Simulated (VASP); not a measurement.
A run of VASP 6.6.1 is set up as follows.

INCAR

```
PREC = Accurate
ENCUT = 520
EDIFF = 1E-7
ISMEAR = -1
SIGMA = 0.1
LREAL = F
LASPH = T
NELM = 150
ALGO = Normal
ISIF = 2
LWAVE = F
LCHARG = F
ISPIN = 2
MAGMOM = 3.9 -3.9
LORBIT = 11
LMAXMIX = 4
GGA = PS
NBANDS = 23
```

The input KPOINTS:

```
regular mesh
0
Gamma
  10 10 10
```

Contents of POSCAR:

```
Cr
1.0
    2.9489729030      0.0000000000      0.0000000000
    0.0000000000      2.9489729030      0.0000000000
    0.0000000000      0.0000000000      2.9489729030
Cr
2
Direct
    0.0000000000      0.0000000000      0.0000000000
    0.5000000000      0.5000000000      0.5000000000
```

Potentials or basis: VASP PAW PBE potentials, release 64 (Cr_pv).

Run with:

```bash
$ cat potpaw_PBE.64/Cr_pv/POTCAR > POTCAR
$ mpirun -np 1 vasp_std > vasp.out
```

What does it give for the band gap on the k mesh?

Zero (filled and empty bands overlap).

Predict the net moment.

0.00 μB per cell.

Caveat: the cell stands under tension; an empty level that is flat over the whole mesh can mark a ghost state of the potentials, or a narrow d or f band.
